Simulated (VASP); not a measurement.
# HfB (Fm-3m) in VASP: notebook

Runs on HfB. Level: LDA. Tasks: single point.

Everything below comes from runs of VASP 6.6.1. Logs are shortened: lines on timing, memory, paths and dates and some standing lists are left out, and cuts for length are marked.

## (1) The cell of the first run

Symmetry: Fm-3m, No. 225, cubic system. Conventional cell: a = 4.681 Å, b = 4.681 Å, c = 4.681 Å, α = 90.00°, β = 90.00°, γ = 90.00°. Within 3.1 Å of Hf (site symmetry m-3m) lie 6 B at 2.34 Å. Within 3.1 Å of B (site symmetry m-3m) lie 6 Hf at 2.34 Å.

## (2) Single point, LDA (volume scaled by 1.04)

Contents of INCAR:

```
PREC = Accurate
ENCUT = 520
EDIFF = 1E-6
ISMEAR = -1
SIGMA = 0.05
LREAL = False
LASPH = True
NELM = 80
ALGO = Normal
ISIF = 2
LWAVE = False
LCHARG = False
NBANDS = 14
```

Contents of KPOINTS:

```
Automatic mesh
0
Gamma
  10 10 10
```

Contents of POSCAR:

```
HfB
1.0
    0.0000000000      2.3403982228      2.3403982228
    2.3403982228      0.0000000000      2.3403982228
    2.3403982228      2.3403982228      0.0000000000
Hf B
1 1
Direct
    0.5000000000      0.5000000000      0.5000000000
    0.0000000000      0.0000000000      0.0000000000
```

Potentials or basis: VASP PAW LDA potentials, release 64 (Hf_pv, B).

Launch:

```
$ cat potpaw_LDA.64/Hf_pv/POTCAR potpaw_LDA.64/B/POTCAR > POTCAR
$ mpirun -np 1 vasp_std > vasp.out
```

OUTCAR:

```text
PREC = Accurate
   ENCUT = 520
   EDIFF = 1E-6
   ISMEAR = -1
   LREAL = False
   LASPH = True
   NELM = 80
   ISIF = 2

 ion  position               nearest neighbor table
   1  0.500  0.500  0.500-   2 2.34   2 2.34   2 2.34   2 2.34   2 2.34   2 2.34
   2  0.000  0.000  0.000-   1 2.34   1 2.34   1 2.34   1 2.34   1 2.34   1 2.34

  LATTYP: Found a face centered cubic cell.
 ALAT       =     4.6807964456

  Lattice vectors:

 A1 = (   0.0000000000,   2.3403982228,   2.3403982228)
 A2 = (   2.3403982228,   0.0000000000,   2.3403982228)
 A3 = (   2.3403982228,   2.3403982228,   0.0000000000)

Analysis of symmetry for initial positions (statically):
=====================================================================
 Subroutine PRICEL returns:
 Original cell was already a primitive cell.

 Routine SETGRP: Setting up the symmetry group for a
 face centered cubic supercell.

 Subroutine GETGRP returns: Found 48 space group operations
 (whereof 48 operations were pure point group operations)
 out of a pool of 48 trial point group operations.

The static configuration has the point symmetry O_h .

Analysis of symmetry for dynamics (positions and initial velocities):
=====================================================================
 Subroutine PRICEL returns:
 Original cell was already a primitive cell.

 Routine SETGRP: Setting up the symmetry group for a
 face centered cubic supercell.

 Subroutine GETGRP returns: Found 48 space group operations
 (whereof 48 operations were pure point group operations)
 out of a pool of 48 trial point group operations.

The dynamic configuration has the point symmetry O_h .

 Subroutine INISYM returns: Found 48 space group operations
 (whereof 48 operations are pure point group operations),
 and found     1 'primitive' translations

----------------------------------------------------------------------------------------

                                     Primitive cell

  volume of cell :      25.6389

  direct lattice vectors                    reciprocal lattice vectors
     0.000000000  2.340398223  2.340398223    -0.213638856  0.213638856  0.213638856
     2.340398223  0.000000000  2.340398223     0.213638856 -0.213638856  0.213638856
     2.340398223  2.340398223  0.000000000     0.213638856  0.213638856 -0.213638856

  length of vectors
     3.309822908  3.309822908  3.309822908     0.370033354  0.370033354  0.370033354

  position of ions in fractional coordinates (direct lattice)
     0.500000000  0.500000000  0.500000000
     0.000000000  0.000000000  0.000000000

  ion indices of the primitive-cell ions
   primitive index   ion index
                 1           1
                 2           2

----------------------------------------------------------------------------------------

 KPOINTS: Automatic mesh

Automatic generation of k-mesh.
 Grid dimensions read from file:
 generate k-points for:   10   10   10

 Generating k-lattice:

  Cartesian coordinates                     Fractional coordinates (reciprocal lattice)
    -0.021363886  0.021363886  0.021363886     0.100000000  0.000000000  0.000000000
     0.021363886 -0.021363886  0.021363886     0.000000000  0.100000000  0.000000000
     0.021363886  0.021363886 -0.021363886     0.000000000  0.000000000  0.100000000

  Length of vectors
     0.037003335  0.037003335  0.037003335

  Shift w.r.t. Gamma in fractional coordinates (k-lattice)
     0.000000000  0.000000000  0.000000000

 Subroutine IBZKPT returns following result:
 ===========================================

 Found     47 irreducible k-points:

 Following reciprocal coordinates:
            Coordinates               Weight
  0.000000  0.000000  0.000000      1.000000
  0.100000  0.000000  0.000000      8.000000
  0.200000  0.000000  0.000000      8.000000
  0.300000  0.000000  0.000000      8.000000
  0.400000  0.000000  0.000000      8.000000
  0.500000  0.000000  0.000000      4.000000
[... 16 lines left out ...]
  0.300000  0.300000  0.000000      6.000000
  0.400000  0.300000  0.000000     24.000000
 [... further k-points ...]
   k-points           NKPTS =     47   k-points in BZ     NKDIM =     47   number of bands    NBANDS=     14
   number of dos      NEDOS =    301   number of ions     NIONS =      2
   total plane-waves  NPLWV =  21952
   dimension x,y,z NGX =    28 NGY =   28 NGZ =   28
   dimension x,y,z NGXF=    56 NGYF=   56 NGZF=   56
   ions per type =               1   1
   NGX,Y,Z   is equivalent  to a cutoff of  14.06, 14.06, 14.06 a.u.
   NGXF,Y,Z  is equivalent  to a cutoff of  28.13, 28.13, 28.13 a.u.
 SYSTEM =  unknown system
   PREC   = accura    normal or accurate (medium, high low for compatibility)
   ISTART =      0    job   : 0-new  1-cont  2-samecut
   ICHARG =      2    charge: 1-file 2-atom 10-const
   ISPIN  =      1    spin polarized calculation?
   LNONCOLLINEAR =      F non collinear calculations
   LSORBIT =      F    spin-orbit coupling
   LASPH  =      T    aspherical Exc in radial PAW
   ENCUT  =  520.0 eV  38.22 Ry    6.18 a.u.   6.15  6.15  6.15*2*pi/ulx,y,z
   NELM   =     80;   NELMIN=  2; NELMDL= -5     # of ELM steps
   EDIFF  = 0.1E-05   stopping-criterion for ELM
   LREAL  =      F    real-space projection
   EDIFFG = 0.1E-04   stopping-criterion for IOM
   NSW    =      0    number of steps for IOM
   IBRION =     -1    ionic relax: 0-MD 1-quasi-New 2-CG
   NFREE  =      0    steps in history (QN), initial steepest desc. (CG)
   ISIF   =      2    stress and relaxation
   ISYM   =      2    0-nonsym 1-usesym 2-fastsym
   POTIM  = 0.5000    time-step for ionic-motion
   TEBEG  =    0.0;   TEEND  =   0.0 temperature during run
   PSTRESS=    0.0 pullay stress
   NELECT =      13.0000    total number of electrons
   NUPDOWN=      -1.0000    fix difference up-down
   EMIN   =  10.00;   EMAX   =-10.00  energy-range for DOS
   EFERMI =   0.00;   METHOD = LEGACY
   ISMEAR =    -1;   SIGMA  =   0.05  broadening in eV -4-tet -1-fermi 0-gaus
   EFERMI_NEDOS =   21; number of points for ismear=-14 and -15
   IALGO  =     38    algorithm
   IMIX   =      4    mixing-type and parameters
     AMIX     =   0.40;   BMIX     =  1.00
     AMIX_MAG =   1.60;   BMIX_MAG =  1.00
  volume/ion in A,a.u.               =      12.82        86.51
  Fermi-wavevector in a.u.,A,eV,Ry     =   1.305438  2.466920 23.186612  1.704168
  Thomas-Fermi vector in A             =   2.436307
   LORBIT       =      0    0 simple, 1 ext, 2 COOP (PROOUT), +10 PAW based schemes
   GGA     = CA    functional components
   LHFCALC =     F    Hartree Fock is set to
   AEXX    =    0.0000 exact exchange contribution
   IVDW    =     0    specifies the selected vdW correction
   LEPSILON=     F    determine dielectric tensor
   LRPA    =     F    only Hartree local field effects (RPA)
 non-spin polarized calculation
  energy-cutoff  :      520.00
  volume of cell :       25.64
 maximum number of plane-waves:       701
 NGX is ok and might be reduce to    28
   NGX = 13   NGY = 13   NGZ = 13

 number of electron      13.0000001 magnetization

 Free energy of the ion-electron system (eV)
  ---------------------------------------------------
  ext. energy  EPLUGINS =         0.00000000
  ---------------------------------------------------
  free energy    TOTEN  =       -18.96224952 eV

  energy without entropy =      -18.95020587  energy(sigma->0) =      -18.95622770

 E-fermi :   4.8062     XC(G=0): -12.2695

 val. band max:        4.7874453082   @ k =  -0.2000   0.1000   0.0000
 cond. band min:       4.8138355124   @ k =   0.5000   0.3000   0.1000
 fundamental gap:      0.0263902042
 Fermi energy:         4.8062034164

 k-point     1 :       0.0000    0.0000    0.0000
  band No.  band energies     occupation
      1     -23.5324      2.00000
      2     -23.5324      2.00000
      3     -23.5324      2.00000
      4      -4.4829      2.00000
      5       6.9106      0.00000
      6       6.9106      0.00000
      7       6.9106      0.00000
      8       8.6776      0.00000
      9       8.6776      0.00000
     10       8.6776      0.00000
     11       8.8441      0.00000
     12       8.8441      0.00000
     13      16.4403      0.00000
     14      17.3452      0.00000

 k-point     2 :       0.1000    0.0000    0.0000
  band No.  band energies     occupation
      1     -23.5978      2.00000
      2     -23.5391      2.00000
      3     -23.5391      2.00000
      4      -4.2073      2.00000
      5       6.0584      0.00000
      6       6.5761      0.00000
      7       6.5761      0.00000
      8       7.6226      0.00000
      9       7.6226      0.00000
     10       9.0977      0.00000
     11      10.7860      0.00000
     12      10.7860      0.00000
     13      17.1294      0.00000
     14      17.6503      0.00000

 k-point     3 :       0.2000    0.0000    0.0000
  band No.  band energies     occupation
      1     -23.7649      2.00000
      2     -23.5568      2.00000
      3     -23.5568      2.00000
      4      -3.4340      2.00000
      5       4.5991      1.96874
      6       5.3459      0.00004
      7       5.3459      0.00004
      8       8.1624      0.00000
      9       8.1624      0.00000
     10       9.5730      0.00000
     11      13.0717      0.00000
     12      13.0717      0.00000
     13      18.0860      0.00000
     14      18.8048      0.00000
[... 324 lines left out ...]
 k-point    23 :       0.3000    0.3000    0.0000
  band No.  band energies     occupation
      1     -23.9290      2.00000
      2     -23.6839      2.00000
      3     -23.6839      2.00000
      4      -2.0708      2.00000
      5       2.7644      2.00000
      6       4.6126      1.95925
      7       6.4493      0.00000
      8       6.4493      0.00000
      9       9.9996      0.00000
     10      12.2874      0.00000
     11      12.2874      0.00000
     12      15.8487      0.00000
     13      18.7731      0.00000
     14      19.1753      0.00000

 k-point    24 :       0.4000    0.3000    0.0000
  band No.  band energies     occupation
      1     -24.0132      2.00000
      2     -23.7284      2.00000
      3     -23.7083      2.00000
      4      -1.6068      2.00000
      5       2.7302      2.00000
      6       4.0937      2.00000
      7       6.1229      0.00000
      8       6.9108      0.00000
      9      10.8577      0.00000
     10      12.3660      0.00000
     11      12.6519      0.00000
     12      16.7255      0.00000
     13      17.1834      0.00000
     14      18.8667      0.00000

 [... further k-points ...]

------------------------ aborting loop because EDIFF is reached ----------------------------------------

  FORCE on cell =-STRESS in cart. coord.  units (eV):
  Direction    XX          YY          ZZ          XY          YZ          ZX
  --------------------------------------------------------------------------------------
  -------------------------------------------------------------------------------------
  Total        1.6046034      1.6046034      1.6046034     -0.0000000     -0.0000000      0.0000000
  in kB      100.2718494    100.2718494    100.2718494     -0.0000000     -0.0000000      0.0000000
  external PRESSURE =     100.2718494 kB  Pullay stress =       0.0000000 kB

 VOLUME and BASIS-vectors are now :
 -----------------------------------------------------------------------------
  energy-cutoff  :      520.00
  volume of cell :       25.64
      direct lattice vectors                 reciprocal lattice vectors
     0.000000000  2.340398223  2.340398223    -0.213638856  0.213638856  0.213638856
     2.340398223  0.000000000  2.340398223     0.213638856 -0.213638856  0.213638856
     2.340398223  2.340398223  0.000000000     0.213638856  0.213638856 -0.213638856

 POSITION                                       TOTAL-FORCE (eV/Angst)
 -----------------------------------------------------------------------------------
      2.34040      2.34040      2.34040         0.000000     -0.000000      0.000000
      0.00000      0.00000      0.00000        -0.000000      0.000000     -0.000000
 -----------------------------------------------------------------------------------
    total drift:                                0.000000      0.000000      0.000000

  FREE ENERGIE OF THE ION-ELECTRON SYSTEM (eV)
  ---------------------------------------------------
  free  energy   TOTEN  =       -18.9622495210 eV

  energy  without entropy=      -18.9502058745  energy(sigma->0) =      -18.95622770
```

It took 10 s on 1 thread of Intel Xeon 6975P-C, shared host; peak memory 0.15 GiB.

Results:

```
Free energy : -18.9622 eV
Pressure    : 10.0 GPa
```

Caveat: spin-orbit coupling is left out, which moves the levels of the heavy elements.

(Continued in part 2 of 2.)
